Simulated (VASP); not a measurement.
# TaCuSeO (P4/nmm) in VASP: single point with PBE

Aim: the single point of TaCuSeO with PBE.

Everything below comes from runs of VASP 6.6.1. Logs are shortened: lines on timing, memory, paths and dates and some standing lists are left out, and cuts for length are marked.

### Step 1. The cell of the first run

It takes space group P4/nmm (No. 129, tetragonal). The conventional cell has a = 3.788 Å, b = 3.788 Å, c = 8.193 Å, α = 90.00°, β = 90.00°, γ = 90.00°. Cu (site symmetry -4m2) has 4 Se at 2.35 Å and 4 Cu at 2.68 Å within 3.1 Å. Ta (site symmetry 4mm) has 4 O at 2.21 Å within 2.9 Å. Within 3.1 Å of Se (site symmetry 4mm) lie 4 Cu at 2.35 Å and 4 Ta at 3.10 Å. O (site symmetry -4m2) has 4 Ta at 2.21 Å and 4 O at 2.68 Å within 2.9 Å.

### Step 2. Single point, PBE

Input file POSCAR:

```
TaCuSeO
1.0
    3.7876300000      0.0000000000      0.0000000000
    0.0000000000      3.7876300000      0.0000000000
    0.0000000000      0.0000000000      8.1929410000
Cu Ta Se O
2 2 2 2
Direct
    0.2500000000      0.7500000000      0.5000000000
    0.7500000000      0.2500000000      0.5000000000
    0.2500000000      0.2500000000      0.1398000000
    0.7500000000      0.7500000000      0.8602000000
    0.2500000000      0.2500000000      0.6698000000
    0.7500000000      0.7500000000      0.3302000000
    0.2500000000      0.7500000000      0.0000000000
    0.7500000000      0.2500000000      0.0000000000
```

Input file INCAR.step1:

```
SYSTEM = TaCuSeO
ALGO     = Normal         ! electronic algorithm
EDIFF    = 1E-7           ! SCF threshold, eV
ENCUT    = 520            ! plane-wave cutoff, eV
GGA      = PE             ! functional
ISIF     = 2              ! what is computed and relaxed
ISMEAR   = -1             ! smearing method
LASPH    = .True.         ! aspherical terms in the spheres
LCHARG   = .True.         ! write CHGCAR
LMAXMIX  = 4              ! l up to which the mixer works
LREAL    = .False.        ! projectors in reciprocal space
LWAVE    = .False.        ! write WAVECAR
NBANDS   = 44             ! bands
NELM     = 80             ! most SCF steps
PREC     = Accurate       ! precision mode
SIGMA    = 0.1            ! smearing width, eV
```

Input file KPOINTS.step1:

```
k-points
0
Gamma
  9 9 4
  0 0 0
```

Input file INCAR.step2:

```
SYSTEM = TaCuSeO
ALGO     = Normal         ! electronic algorithm
EDIFF    = 1E-7           ! SCF threshold, eV
ENCUT    = 520            ! plane-wave cutoff, eV
GGA      = PE             ! functional
ICHARG   = 11             ! starting density
ISIF     = 2              ! what is computed and relaxed
ISMEAR   = -5             ! smearing method
LASPH    = .True.         ! aspherical terms in the spheres
LCHARG   = .False.        ! write CHGCAR
LMAXMIX  = 4              ! l up to which the mixer works
LORBIT   = 10             ! projections on sites
LREAL    = .False.        ! projectors in reciprocal space
LWAVE    = .False.        ! write WAVECAR
NEDOS    = 2001           ! points of the DOS
NELM     = 80             ! most SCF steps
PREC     = Accurate       ! precision mode
SIGMA    = 0.1            ! smearing width, eV
```

Input file KPOINTS.step2:

```
k-points
0
Gamma
  14 14 6
  0 0 0
```

Potentials or basis: VASP PAW PBE potentials, release 64 (Cu, Ta_pv, Se, O).

Command:

```bash
cat potpaw_PBE.64/Cu/POTCAR potpaw_PBE.64/Ta_pv/POTCAR potpaw_PBE.64/Se/POTCAR potpaw_PBE.64/O/POTCAR > POTCAR
cp INCAR.step1 INCAR
cp KPOINTS.step1 KPOINTS
mpirun -np 1 vasp_std > vasp.out
cp INCAR.step2 INCAR
cp KPOINTS.step2 KPOINTS
mpirun -np 1 vasp_std > vasp.out
```

OUTCAR:

```text
SYSTEM = TaCuSeO
   EDIFF = 1E-7
   ENCUT = 520
   GGA = PE
   ICHARG = 11
   ISIF = 2
   ISMEAR = -5
   LASPH = .True.
   LORBIT = 10
   LREAL = .False.
   NELM = 80
   PREC = Accurate

 ion  position               nearest neighbor table
   1  0.250  0.750  0.500-   5 2.35   6 2.35   5 2.35   6 2.35   2 2.68   2 2.68   2 2.68   2 2.68

   2  0.750  0.250  0.500-   5 2.35   6 2.35   6 2.35   5 2.35   1 2.68   1 2.68   1 2.68   1 2.68

   3  0.250  0.250  0.140-   7 2.21   8 2.21   7 2.21   8 2.21   6 3.10   6 3.10   6 3.10   6 3.10
                             4 3.52   4 3.52   4 3.52   4 3.52
   4  0.750  0.750  0.860-   7 2.21   8 2.21   8 2.21   7 2.21   5 3.10   5 3.10   5 3.10   5 3.10
                             3 3.52   3 3.52   3 3.52   3 3.52
   5  0.250  0.250  0.670-   1 2.35   2 2.35   1 2.35   2 2.35   4 3.10   4 3.10   4 3.10   4 3.10

   6  0.750  0.750  0.330-   1 2.35   2 2.35   2 2.35   1 2.35   3 3.10   3 3.10   3 3.10   3 3.10

   7  0.250  0.750  0.000-   3 2.21   4 2.21   3 2.21   4 2.21
   8  0.750  0.250  0.000-   3 2.21   4 2.21   4 2.21   3 2.21

  LATTYP: Found a simple tetragonal cell.
 ALAT       =     3.7876300000
 C/A-ratio  =     2.1630784950

  Lattice vectors:

 A1 = (   3.7876300000,   0.0000000000,   0.0000000000)
 A2 = (   0.0000000000,   3.7876300000,   0.0000000000)
 A3 = (   0.0000000000,   0.0000000000,   8.1929410000)

Analysis of symmetry for initial positions (statically):
=====================================================================
 Subroutine PRICEL returns:
 Original cell was already a primitive cell.

 Routine SETGRP: Setting up the symmetry group for a
 simple tetragonal supercell.

 Subroutine GETGRP returns: Found 16 space group operations
 (whereof  4 operations were pure point group operations)
 out of a pool of 16 trial point group operations.

The static configuration has the point symmetry C_2h.
 The point group associated with its full space group is D_4h.

Analysis of symmetry for dynamics (positions and initial velocities):
=====================================================================
 Subroutine PRICEL returns:
 Original cell was already a primitive cell.

 Routine SETGRP: Setting up the symmetry group for a
 simple tetragonal supercell.

 Subroutine GETGRP returns: Found 16 space group operations
 (whereof  4 operations were pure point group operations)
 out of a pool of 16 trial point group operations.

The dynamic configuration has the point symmetry C_2h.
 The point group associated with its full space group is D_4h.

 Subroutine INISYM returns: Found 16 space group operations
 (whereof  4 operations are pure point group operations),
 and found     1 'primitive' translations

----------------------------------------------------------------------------------------

                                     Primitive cell

  volume of cell :     117.5371

  direct lattice vectors                    reciprocal lattice vectors
     3.787630000  0.000000000  0.000000000     0.264017341  0.000000000  0.000000000
     0.000000000  3.787630000  0.000000000     0.000000000  0.264017341  0.000000000
     0.000000000  0.000000000  8.192941000     0.000000000  0.000000000  0.122056292

  length of vectors
     3.787630000  3.787630000  8.192941000     0.264017341  0.264017341  0.122056292

  position of ions in fractional coordinates (direct lattice)
     0.250000000  0.750000000  0.500000000
     0.750000000  0.250000000  0.500000000
     0.250000000  0.250000000  0.139800000
     0.750000000  0.750000000  0.860200000
     0.250000000  0.250000000  0.669800000
     0.750000000  0.750000000  0.330200000
     0.250000000  0.750000000  0.000000000
     0.750000000  0.250000000  0.000000000

  ion indices of the primitive-cell ions
   primitive index   ion index
                 1           1
                 2           2
                 3           3
                 4           4
                 5           5
                 6           6
                 7           7
                 8           8

----------------------------------------------------------------------------------------

 KPOINTS: k-points

Automatic generation of k-mesh.
 Grid dimensions read from file:
 generate k-points for:   14   14    6

 Generating k-lattice:

  Cartesian coordinates                     Fractional coordinates (reciprocal lattice)
     0.018858381  0.000000000  0.000000000     0.071428571  0.000000000  0.000000000
     0.000000000  0.018858381  0.000000000     0.000000000  0.071428571  0.000000000
     0.000000000  0.000000000  0.020342715     0.000000000  0.000000000  0.166666667

  Length of vectors
     0.018858381  0.018858381  0.020342715

  Shift w.r.t. Gamma in fractional coordinates (k-lattice)
     0.000000000  0.000000000  0.000000000

 TETIRR: Found   1764 inequivalent tetrahedra from     7056

 Subroutine IBZKPT returns following result:
 ===========================================

 Found    144 irreducible k-points:

 Following reciprocal coordinates:
            Coordinates               Weight
  0.000000  0.000000  0.000000      1.000000
  0.071429  0.000000  0.000000      4.000000
  0.142857  0.000000  0.000000      4.000000
  0.214286  0.000000  0.000000      4.000000
  0.285714  0.000000  0.000000      4.000000
  0.357143  0.000000  0.000000      4.000000
[... 16 lines left out ...]
  0.285714  0.214286  0.000000      8.000000
  0.357143  0.214286  0.000000      8.000000
 [... further k-points ...]
   k-points           NKPTS =    144   k-points in BZ     NKDIM =    144   number of bands    NBANDS=     40
   number of dos      NEDOS =   2001   number of ions     NIONS =      8
   total plane-waves  NPLWV =  50176
   dimension x,y,z NGX =    28 NGY =   28 NGZ =   64
   dimension x,y,z NGXF=    56 NGYF=   56 NGZF=  128
   ions per type =               2   2   2   2
   NGX,Y,Z   is equivalent  to a cutoff of  12.29, 12.29, 12.99 a.u.
   NGXF,Y,Z  is equivalent  to a cutoff of  24.58, 24.58, 25.97 a.u.
 SYSTEM =  TaCuSeO
   PREC   = accura    normal or accurate (medium, high low for compatibility)
   ISTART =      0    job   : 0-new  1-cont  2-samecut
   ICHARG =     11    charge: 1-file 2-atom 10-const
   ISPIN  =      1    spin polarized calculation?
   LNONCOLLINEAR =      F non collinear calculations
   LSORBIT =      F    spin-orbit coupling
   LASPH  =      T    aspherical Exc in radial PAW
   ENCUT  =  520.0 eV  38.22 Ry    6.18 a.u.   7.04  7.04 15.23*2*pi/ulx,y,z
   NELM   =     80;   NELMIN=  2; NELMDL=  0     # of ELM steps
   EDIFF  = 0.1E-06   stopping-criterion for ELM
   LREAL  =      F    real-space projection
   EDIFFG = 0.1E-05   stopping-criterion for IOM
   NSW    =      0    number of steps for IOM
   IBRION =     -1    ionic relax: 0-MD 1-quasi-New 2-CG
   NFREE  =      0    steps in history (QN), initial steepest desc. (CG)
   ISIF   =      2    stress and relaxation
   ISYM   =      2    0-nonsym 1-usesym 2-fastsym
   POTIM  = 0.5000    time-step for ionic-motion
   TEBEG  =    0.0;   TEEND  =   0.0 temperature during run
   PSTRESS=    0.0 pullay stress
   NELECT =      68.0000    total number of electrons
   NUPDOWN=      -1.0000    fix difference up-down
   EMIN   =  10.00;   EMAX   =-10.00  energy-range for DOS
   EFERMI =   0.00;   METHOD = LEGACY
   ISMEAR =    -5;   SIGMA  =   0.10  broadening in eV -4-tet -1-fermi 0-gaus
   EFERMI_NEDOS =   21; number of points for ismear=-14 and -15
   IALGO  =     38    algorithm
   IMIX   =      4    mixing-type and parameters
     AMIX     =   0.40;   BMIX     =  1.00
     AMIX_MAG =   1.60;   BMIX_MAG =  1.00
  volume/ion in A,a.u.               =      14.69        99.15
  Fermi-wavevector in a.u.,A,eV,Ry     =   1.364121  2.577815 25.318068  1.860826
  Thomas-Fermi vector in A             =   2.490464
   LORBIT       =     10    0 simple, 1 ext, 2 COOP (PROOUT), +10 PAW based schemes
   GGA     = PE    functional components
   LHFCALC =     F    Hartree Fock is set to
   AEXX    =    0.0000 exact exchange contribution
   IVDW    =     0    specifies the selected vdW correction
   LEPSILON=     F    determine dielectric tensor
   LRPA    =     F    only Hartree local field effects (RPA)
 non-spin polarized calculation
 Fermi weights with tetrahedron method with Bloechl corrections
  energy-cutoff  :      520.00
  volume of cell :      117.54
 maximum number of plane-waves:      3188

 number of electron      67.9999972 magnetization

 Free energy of the ion-electron system (eV)
  ---------------------------------------------------
  ext. energy  EPLUGINS =         0.00000000
  ---------------------------------------------------
  free energy    TOTEN  =       -51.75938116 eV

  energy without entropy =      -51.75938116  energy(sigma->0) =      -51.75938116

 E-fermi :   7.3991     XC(G=0): -11.6119

 val. band max:        7.4171358715   @ k =   0.4286   0.0714   0.0000
 cond. band min:       7.3877106678   @ k =   0.3571   0.0000   0.3333
 fundamental gap:     -0.0294252037
 Fermi energy:         7.3990615620

 k-point     1 :       0.0000    0.0000    0.0000
  band No.  band energies     occupation
      1     -29.1671      2.00000
      2     -29.1671      2.00000
      3     -29.1135      2.00000
      4     -29.1135      2.00000
      5     -28.9675      2.00000
      6     -28.8423      2.00000
[... 32 lines left out ...]
     39       9.2413      0.00000
[... 988 lines left out ...]
     39       8.8155      0.00000
     40       8.8333      0.00000

 [... further k-points ...]

------------------------ aborting loop because EDIFF is reached ----------------------------------------

  FORCE on cell =-STRESS in cart. coord.  units (eV):
  Direction    XX          YY          ZZ          XY          YZ          ZX
  --------------------------------------------------------------------------------------
  -------------------------------------------------------------------------------------
  Total       -0.9999612     -0.9999612      1.5108109      0.0000000      0.0000000     -0.0000000
  in kB      -13.6307204    -13.6307204     20.5942399      0.0000000      0.0000000     -0.0000000
  external PRESSURE =      -2.2224003 kB  Pullay stress =       0.0000000 kB

 VOLUME and BASIS-vectors are now :
 -----------------------------------------------------------------------------
  energy-cutoff  :      520.00
  volume of cell :      117.54
      direct lattice vectors                 reciprocal lattice vectors
     3.787630000  0.000000000  0.000000000     0.264017341  0.000000000  0.000000000
     0.000000000  3.787630000  0.000000000     0.000000000  0.264017341  0.000000000
     0.000000000  0.000000000  8.192941000     0.000000000  0.000000000  0.122056292

 POSITION                                       TOTAL-FORCE (eV/Angst)
 -----------------------------------------------------------------------------------
      0.94691      2.84072      4.09647         0.000000      0.000000      0.000000
      2.84072      0.94691      4.09647        -0.000000     -0.000000      0.000000
      0.94691      0.94691      1.14537         0.000000     -0.000000     -0.988374
      2.84072      2.84072      7.04757         0.000000      0.000000      0.988374
      0.94691      0.94691      5.48763        -0.000000     -0.000000      3.731787
      2.84072      2.84072      2.70531         0.000000      0.000000     -3.731787
      0.94691      2.84072      0.00000         0.000000      0.000000      0.000000
      2.84072      0.94691      0.00000         0.000000     -0.000000      0.000000
 -----------------------------------------------------------------------------------
    total drift:                                0.000000      0.000000     -0.000000

  FREE ENERGIE OF THE ION-ELECTRON SYSTEM (eV)
  ---------------------------------------------------
  free  energy   TOTEN  =       -51.7593811556 eV

  energy  without entropy=      -51.7593811556  energy(sigma->0) =      -51.75938116

 total charge

# of ion       s       p       d       tot
------------------------------------------
    1        0.390   0.428   9.297  10.115
    2        0.390   0.428   9.297  10.115
    3        0.242   6.087   2.195   8.524
    4        0.242   6.087   2.195   8.524
    5        1.456   2.369   0.097   3.921
    6        1.456   2.369   0.097   3.921
    7        1.557   3.443   0.000   5.001
    8        1.557   3.443   0.000   5.001
--------------------------------------------------
tot          7.290  24.654  23.178  55.122
```

Wall time 14 min (1 thread of Intel Xeon Platinum 8488C (Sapphire Rapids), shared host); peak memory 0.68 GiB.

Results:

* Valence electrons inside the program's atomic spheres: Cu 10.12; Ta 8.52; Se 3.92; O 5.00

Caveat: spin-orbit coupling is left out, which moves the levels of the heavy elements; semilocal functionals often make such compounds metallic where correlation or magnetic order opens a gap, which also shifts bond lengths.
